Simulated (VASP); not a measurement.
# Hf (P6_3/mmc) in VASP: notebook

The runs below take Hf through electric field gradients, with PBEsol.

Program: VASP 6.6.1. These are calculated values, not measurements. Logs are shortened: lines on timing, memory, paths and dates and some standing lists are left out, and cuts for length are marked.

## Step 1: The cell of the first run

Symmetry: P6_3/mmc, No. 194, hexagonal system. The conventional cell has a = 3.229 Å, b = 3.229 Å, c = 5.058 Å, α = 90.00°, β = 90.00°, γ = 120.00°. Hf (site symmetry -6m2) has 12 Hf at 3.14 to 3.23 Å within 4.1 Å.

## Step 2: Electric field gradients, PBEsol (equal xx and yy strain of +1 %)

INCAR

```
PREC = Accurate
ENCUT = 520
EDIFF = 1E-8
ISMEAR = -1
SIGMA = 0.05
LREAL = F
LASPH = T
NELM = 60
ALGO = Normal
ISIF = 2
LWAVE = F
LCHARG = F
GGA = PS
LEFG = T
NBANDS = 17
```

KPOINTS

```
Automatic mesh
0
Gamma
  13 13 7
```

POSCAR

```
Hf
1.0
    3.2286655094      0.0000000000      0.0000000000
   -1.6143327547      2.7961063515      0.0000000000
    0.0000000000      0.0000000000      5.0578000000
Hf
2
Direct
    0.3333333333      0.6666666667      0.2500000000
    0.6666666667      0.3333333333      0.7500000000
```

Potentials or basis: VASP PAW PBE potentials, release 64 (Hf_pv).

Command:

```sh
cat potpaw_PBE.64/Hf_pv/POTCAR > POTCAR
mpirun -np 1 vasp_std > vasp.out
```

OUTCAR:

```text
PREC = Accurate
   ENCUT = 520
   EDIFF = 1E-8
   ISMEAR = -1
   LREAL = F
   LASPH = T
   NELM = 60
   ISIF = 2
   GGA = PS

 ion  position               nearest neighbor table
   1  0.333  0.667  0.250-   2 3.14   2 3.14   2 3.14   2 3.14   2 3.14   2 3.14
   2  0.667  0.333  0.750-   1 3.14   1 3.14   1 3.14   1 3.14   1 3.14   1 3.14

  LATTYP: Found a hexagonal cell.
 ALAT       =     3.2286655094
 C/A-ratio  =     1.5665295724

  Lattice vectors:

 A1 = (   3.2286655094,   0.0000000000,   0.0000000000)
 A2 = (  -1.6143327547,   2.7961063515,   0.0000000000)
 A3 = (   0.0000000000,   0.0000000000,   5.0578000000)

Analysis of symmetry for initial positions (statically):
=====================================================================
 Subroutine PRICEL returns:
 Original cell was already a primitive cell.

 Routine SETGRP: Setting up the symmetry group for a
 hexagonal supercell.

 Subroutine GETGRP returns: Found 24 space group operations
 (whereof 12 operations were pure point group operations)
 out of a pool of 24 trial point group operations.

The static configuration has the point symmetry D_3d.
 The point group associated with its full space group is D_6h.

Analysis of symmetry for dynamics (positions and initial velocities):
=====================================================================
 Subroutine PRICEL returns:
 Original cell was already a primitive cell.

 Routine SETGRP: Setting up the symmetry group for a
 hexagonal supercell.

 Subroutine GETGRP returns: Found 24 space group operations
 (whereof 12 operations were pure point group operations)
 out of a pool of 24 trial point group operations.

The dynamic configuration has the point symmetry D_3d.
 The point group associated with its full space group is D_6h.

 Subroutine INISYM returns: Found 24 space group operations
 (whereof 12 operations are pure point group operations),
 and found     1 'primitive' translations

----------------------------------------------------------------------------------------

                                     Primitive cell

  volume of cell :      45.6603

  direct lattice vectors                    reciprocal lattice vectors
     3.228665509  0.000000000  0.000000000     0.309725488  0.178820094  0.000000000
    -1.614332755  2.796106352  0.000000000     0.000000000  0.357640188  0.000000000
     0.000000000  0.000000000  5.057800000     0.000000000  0.000000000  0.197714421

  length of vectors
     3.228665509  3.228665509  5.057800000     0.357640188  0.357640188  0.197714421

  position of ions in fractional coordinates (direct lattice)
     0.333333333  0.666666667  0.250000000
     0.666666667  0.333333333  0.750000000

  ion indices of the primitive-cell ions
   primitive index   ion index
                 1           1
                 2           2

----------------------------------------------------------------------------------------

 KPOINTS: Automatic mesh

Automatic generation of k-mesh.
 Grid dimensions read from file:
 generate k-points for:   13   13    7

 Generating k-lattice:

  Cartesian coordinates                     Fractional coordinates (reciprocal lattice)
     0.023825038  0.013755392  0.000000000     0.076923077  0.000000000  0.000000000
     0.000000000  0.027510784  0.000000000     0.000000000  0.076923077  0.000000000
     0.000000000  0.000000000  0.028244917     0.000000000  0.000000000  0.142857143

  Length of vectors
     0.027510784  0.027510784  0.028244917

  Shift w.r.t. Gamma in fractional coordinates (k-lattice)
     0.000000000  0.000000000  0.000000000

 Subroutine IBZKPT returns following result:
 ===========================================

 Found     84 irreducible k-points:

 Following reciprocal coordinates:
            Coordinates               Weight
  0.000000  0.000000  0.000000      1.000000
  0.076923 -0.000000  0.000000      6.000000
  0.153846  0.000000  0.000000      6.000000
  0.230769  0.000000  0.000000      6.000000
  0.307692  0.000000  0.000000      6.000000
  0.384615  0.000000  0.000000      6.000000
[... 16 lines left out ...]
  0.076923 -0.000000  0.142857     12.000000
  0.153846  0.000000  0.142857     12.000000
 [... further k-points ...]
   k-points           NKPTS =     84   k-points in BZ     NKDIM =     84   number of bands    NBANDS=     17
   number of dos      NEDOS =    301   number of ions     NIONS =      2
   total plane-waves  NPLWV =  23040
   dimension x,y,z NGX =    24 NGY =   24 NGZ =   40
   dimension x,y,z NGXF=    48 NGYF=   48 NGZF=   80
   ions per type =               2
   NGX,Y,Z   is equivalent  to a cutoff of  12.36, 12.36, 13.15 a.u.
   NGXF,Y,Z  is equivalent  to a cutoff of  24.72, 24.72, 26.30 a.u.
 SYSTEM =  unknown system
   PREC   = accura    normal or accurate (medium, high low for compatibility)
   ISTART =      0    job   : 0-new  1-cont  2-samecut
   ICHARG =      2    charge: 1-file 2-atom 10-const
   ISPIN  =      1    spin polarized calculation?
   LNONCOLLINEAR =      F non collinear calculations
   LSORBIT =      F    spin-orbit coupling
   LASPH  =      T    aspherical Exc in radial PAW
   ENCUT  =  520.0 eV  38.22 Ry    6.18 a.u.   6.00  6.00  9.40*2*pi/ulx,y,z
   NELM   =     60;   NELMIN=  2; NELMDL= -5     # of ELM steps
   EDIFF  = 0.1E-07   stopping-criterion for ELM
   LREAL  =      F    real-space projection
   EDIFFG = 0.1E-06   stopping-criterion for IOM
   NSW    =      0    number of steps for IOM
   IBRION =     -1    ionic relax: 0-MD 1-quasi-New 2-CG
   NFREE  =      0    steps in history (QN), initial steepest desc. (CG)
   ISIF   =      2    stress and relaxation
   ISYM   =      2    0-nonsym 1-usesym 2-fastsym
   POTIM  = 0.5000    time-step for ionic-motion
   TEBEG  =    0.0;   TEEND  =   0.0 temperature during run
   PSTRESS=    0.0 pullay stress
   NELECT =      20.0000    total number of electrons
   NUPDOWN=      -1.0000    fix difference up-down
   EMIN   =  10.00;   EMAX   =-10.00  energy-range for DOS
   EFERMI =   0.00;   METHOD = LEGACY
   ISMEAR =    -1;   SIGMA  =   0.05  broadening in eV -4-tet -1-fermi 0-gaus
   EFERMI_NEDOS =   21; number of points for ismear=-14 and -15
   IALGO  =     38    algorithm
   IMIX   =      4    mixing-type and parameters
     AMIX     =   0.40;   BMIX     =  1.00
     AMIX_MAG =   1.60;   BMIX_MAG =  1.00
  volume/ion in A,a.u.               =      22.83       154.07
  Fermi-wavevector in a.u.,A,eV,Ry     =   1.243289  2.349475 21.031438  1.545767
  Thomas-Fermi vector in A             =   2.377606
   LORBIT       =      0    0 simple, 1 ext, 2 COOP (PROOUT), +10 PAW based schemes
   GGA     = PS    functional components
   LHFCALC =     F    Hartree Fock is set to
   AEXX    =    0.0000 exact exchange contribution
   IVDW    =     0    specifies the selected vdW correction
   LEPSILON=     F    determine dielectric tensor
   LRPA    =     F    only Hartree local field effects (RPA)
 non-spin polarized calculation
  energy-cutoff  :      520.00
  volume of cell :       45.66
 maximum number of plane-waves:      1246
   NGX = 13   NGY = 13   NGZ = 19

 number of electron      20.0000004 magnetization

 Free energy of the ion-electron system (eV)
  ---------------------------------------------------
  ext. energy  EPLUGINS =         0.00000000
  ---------------------------------------------------
  free energy    TOTEN  =       -20.96122016 eV

  energy without entropy =      -20.94842727  energy(sigma->0) =      -20.95482372

 E-fermi :   4.6260     XC(G=0): -11.2985

 val. band max:        4.6102944222   @ k =   0.3077   0.2308   0.4286
 cond. band min:       4.6562783422   @ k =   0.3846   0.2308   0.2857
 fundamental gap:      0.0459839200
 Fermi energy:         4.6259611330

 k-point     1 :       0.0000    0.0000    0.0000
  band No.  band energies     occupation
      1     -26.4404      2.00000
      2     -25.7407      2.00000
      3     -25.7407      2.00000
      4     -25.6134      2.00000
      5     -25.6134      2.00000
      6     -25.6078      2.00000
[... 9 lines left out ...]
     16       7.1167      0.00000
     17       9.8225      0.00000

 k-point     2 :       0.0769   -0.0000    0.0000
  band No.  band energies     occupation
      1     -26.4259      2.00000
      2     -25.7702      2.00000
      3     -25.7509      2.00000
      4     -25.6447      2.00000
      5     -25.6172      2.00000
      6     -25.6148      2.00000
[... 9 lines left out ...]
     16       6.9532      0.00000
     17       9.9585      0.00000
[... 421 lines left out ...]
 k-point    24 :       0.1538    0.0000    0.1429
  band No.  band energies     occupation
      1     -26.3539      2.00000
      2     -25.8420      2.00000
      3     -25.7709      2.00000
      4     -25.7646      2.00000
      5     -25.6453      2.00000
      6     -25.6360      2.00000
[... 9 lines left out ...]
     16       7.3976      0.00000
     17      10.2490      0.00000

 [... further k-points ...]
[... 5 lines left out ...]
  --------------------------------------------------------------------------------------
  -------------------------------------------------------------------------------------
  Total       -1.7875008     -1.7875008     -1.5669560      0.0000000      0.0000000     -0.0000000
  in kB      -62.7217894    -62.7217894    -54.9830696      0.0000000      0.0000000     -0.0000000
  external PRESSURE =     -60.1422161 kB  Pullay stress =       0.0000000 kB

 VOLUME and BASIS-vectors are now :
 -----------------------------------------------------------------------------
  energy-cutoff  :      520.00
  volume of cell :       45.66
      direct lattice vectors                 reciprocal lattice vectors
     3.228665509  0.000000000  0.000000000     0.309725488  0.178820094  0.000000000
    -1.614332755  2.796106352  0.000000000     0.000000000  0.357640188  0.000000000
     0.000000000  0.000000000  5.057800000     0.000000000  0.000000000  0.197714421

 POSITION                                       TOTAL-FORCE (eV/Angst)
 -----------------------------------------------------------------------------------
     -0.00000      1.86407      1.26445        -0.000000     -0.000000      0.000000
      1.61433      0.93204      3.79335         0.000000      0.000000      0.000000
 -----------------------------------------------------------------------------------
    total drift:                               -0.000000      0.000000     -0.000000

  FREE ENERGIE OF THE ION-ELECTRON SYSTEM (eV)
  ---------------------------------------------------
  free  energy   TOTEN  =       -20.9612201646 eV

  energy  without entropy=      -20.9484272687  energy(sigma->0) =      -20.95482372

 Electric field gradients (V/A^2)
---------------------------------------------------------------------
 ion       V_xx      V_yy      V_zz      V_xy      V_xz      V_yz
---------------------------------------------------------------------
   1     -42.875   -42.875    85.750     0.001     0.000    -0.000
   2     -42.875   -42.875    85.750     0.001    -0.000     0.000
---------------------------------------------------------------------

 Electric field gradients after diagonalization (V/A^2)
 (convention: |V_zz| > |V_xx| > |V_yy|)
----------------------------------------------------------------------
 ion       V_xx      V_yy      V_zz     asymmetry (V_yy - V_xx)/ V_zz
----------------------------------------------------------------------
   1     -42.876   -42.875    85.750       0.000
   2     -42.876   -42.875    85.750       0.000
----------------------------------------------------------------------

           NMR quadrupolar parameters

 Cq : quadrupolar parameter    Cq=e*Q*V_zz/h
 eta: asymmetry parameters     (V_yy - V_xx)/ V_zz
 Q  : nuclear electric quadrupole moment in mb (millibarn)
----------------------------------------------------------------------
 ion       Cq(MHz)       eta       Q (mb)
----------------------------------------------------------------------
   1       0.207       0.000       1.000
   2       0.207       0.000       1.000
----------------------------------------------------------------------
```

Wall time 40 s (1 thread of AMD EPYC 9R45 (Zen 5), shared host); peak memory 0.16 GiB.

What came out:

* Free energy: -20.9612 eV
* Pressure: -6.0 GPa
* Band gap on the k mesh: zero (band 10 reaches 5.76 eV, above the bottom of band 11 at 4.22 eV)

Levels at points of the mesh, in eV from the Fermi level:
```tsv
k point	band 6	band 7	band 8	band 9	band 10	band 11	band 12	band 13	band 14	band 15
(0.00, 0.00, 0.00)	-30.23	-7.32	-3.63	0.68	1.13	1.13	1.52	1.96	1.96	2.49
```

Electric field gradients, principal values (V/Å²):
| atom | least | middle | greatest (by size) |
| --- | --- | --- | --- |
| 1 Hf | -42.875 | -42.876 | 85.750 |
| 2 Hf | -42.875 | -42.876 | 85.750 |

Caveat: the cell differs from its parent crystal (equal xx and yy strain of +1 %); without QUAD_EFG the Cq values of the log hold for a quadrupole moment of 1 mb, not for the nuclei; the PAW data sets were made with another functional, which shifts forces and pressure a little; spin-orbit coupling is left out, which moves the levels of the heavy elements.

## Step 3: Electric field gradients, PBEsol (zz strain of -2 %)

INCAR

```
PREC = Accurate
ENCUT = 520
EDIFF = 1E-8
ISMEAR = -1
SIGMA = 0.05
LREAL = False
LASPH = True
NELM = 100
ALGO = Normal
ISIF = 2
LWAVE = False
LCHARG = False
GGA = PS
LEFG = True
NBANDS = 17
```

KPOINTS

```
regular mesh
0
Gamma
  13 13 7
```

POSCAR

```
Hf
1.0
    3.1966985242      0.0000000000      0.0000000000
   -1.5983492621      2.7684221302      0.0000000000
    0.0000000000      0.0000000000      4.9566440000
Hf
2
Direct
    0.3333333333      0.6666666667      0.2500000000
    0.6666666667      0.3333333333      0.7500000000
```

Potentials or basis: VASP PAW PBE potentials, release 64 (Hf_pv).

Command:

```sh
cat potpaw_PBE.64/Hf_pv/POTCAR > POTCAR
mpirun -np 1 vasp_std > vasp.out
```

OUTCAR:

```text
PREC = Accurate
   ENCUT = 520
   EDIFF = 1E-8
   ISMEAR = -1
   LREAL = False
   LASPH = True
   NELM = 100
   ISIF = 2
   GGA = PS

 ion  position               nearest neighbor table
   1  0.333  0.667  0.250-   2 3.09   2 3.09   2 3.09   2 3.09   2 3.09   2 3.09
   2  0.667  0.333  0.750-   1 3.09   1 3.09   1 3.09   1 3.09   1 3.09   1 3.09

  LATTYP: Found a hexagonal cell.
 ALAT       =     3.1966985242
 C/A-ratio  =     1.5505509708

  Lattice vectors:

 A1 = (   3.1966985242,   0.0000000000,   0.0000000000)
 A2 = (  -1.5983492621,   2.7684221302,   0.0000000000)
 A3 = (   0.0000000000,   0.0000000000,   4.9566440000)

Analysis of symmetry for initial positions (statically):
=====================================================================
 Subroutine PRICEL returns:
 Original cell was already a primitive cell.

 Routine SETGRP: Setting up the symmetry group for a
[... 671 lines left out ...]
  energy-cutoff  :      520.00
  volume of cell :       43.87
      direct lattice vectors                 reciprocal lattice vectors
     3.196698524  0.000000000  0.000000000     0.312822743  0.180608295  0.000000000
    -1.598349262  2.768422130  0.000000000     0.000000000  0.361216589  0.000000000
     0.000000000  0.000000000  4.956644000     0.000000000  0.000000000  0.201749409

 POSITION                                       TOTAL-FORCE (eV/Angst)
 -----------------------------------------------------------------------------------
     -0.00000      1.84561      1.23916         0.000000     -0.000000      0.000000
      1.59835      0.92281      3.71748        -0.000000      0.000000      0.000000
 -----------------------------------------------------------------------------------
    total drift:                               -0.000000      0.000000     -0.000000

  FREE ENERGIE OF THE ION-ELECTRON SYSTEM (eV)
  ---------------------------------------------------
  free  energy   TOTEN  =       -21.0027531184 eV

  energy  without entropy=      -20.9896863631  energy(sigma->0) =      -20.99621974

 Electric field gradients (V/A^2)
---------------------------------------------------------------------
 ion       V_xx      V_yy      V_zz      V_xy      V_xz      V_yz
---------------------------------------------------------------------
   1     -51.686   -51.686   103.372     0.000     0.000    -0.000
   2     -51.686   -51.686   103.372     0.000    -0.000     0.000
---------------------------------------------------------------------

 Electric field gradients after diagonalization (V/A^2)
 (convention: |V_zz| > |V_xx| > |V_yy|)
----------------------------------------------------------------------
 ion       V_xx      V_yy      V_zz     asymmetry (V_yy - V_xx)/ V_zz
----------------------------------------------------------------------
   1     -51.687   -51.685   103.372       0.000
   2     -51.687   -51.685   103.372       0.000
----------------------------------------------------------------------

           NMR quadrupolar parameters

 Cq : quadrupolar parameter    Cq=e*Q*V_zz/h
 eta: asymmetry parameters     (V_yy - V_xx)/ V_zz
 Q  : nuclear electric quadrupole moment in mb (millibarn)
----------------------------------------------------------------------
 ion       Cq(MHz)       eta       Q (mb)
----------------------------------------------------------------------
   1       0.250       0.000       1.000
   2       0.250       0.000       1.000
----------------------------------------------------------------------
```

stdout:

```text
POSCAR found type information on POSCAR Hf
 POSCAR found :  1 types and       2 ions
 scaLAPACK will be used
 -----------------------------------------------------------------------------
|                                                                             |
|                                                                             |
|     You enforced a specific xc type in the INCAR file but a different       |
|     I HOPE YOU KNOW WHAT YOU ARE DOING!                                     |
|                                                                             |
 -----------------------------------------------------------------------------

 LDA part: xc-table for (Slater+PW92), standard interpolation
 POSCAR, INCAR and KPOINTS ok, starting setup
 FFT: planning ... GRIDC
 FFT: planning ... GRID_SOFT
 FFT: planning ... GRID
 WAVECAR not read
 entering main loop
ion   1

ion   2
```

It took 74 s on 1 thread of Intel Xeon 8259CL, shared host; peak memory 0.19 GiB.

What came out:

- Free energy: -21.0028 eV
- Pressure: -1.9 GPa
- Band gap on the k mesh: zero (band 10 reaches 6.02 eV, above the bottom of band 11 at 4.51 eV)

Electric field gradients, principal values (V/Å²):
| atom | least | middle | greatest (by size) |
| --- | --- | --- | --- |
| 1 Hf | -51.685 | -51.687 | 103.372 |
| 2 Hf | -51.685 | -51.687 | 103.372 |

Caveat: the cell differs from its parent crystal (zz strain of -2 %); without QUAD_EFG the Cq values of the log hold for a quadrupole moment of 1 mb, not for the nuclei; the PAW data sets were made with another functional, which shifts forces and pressure a little; spin-orbit coupling is left out, which moves the levels of the heavy elements.
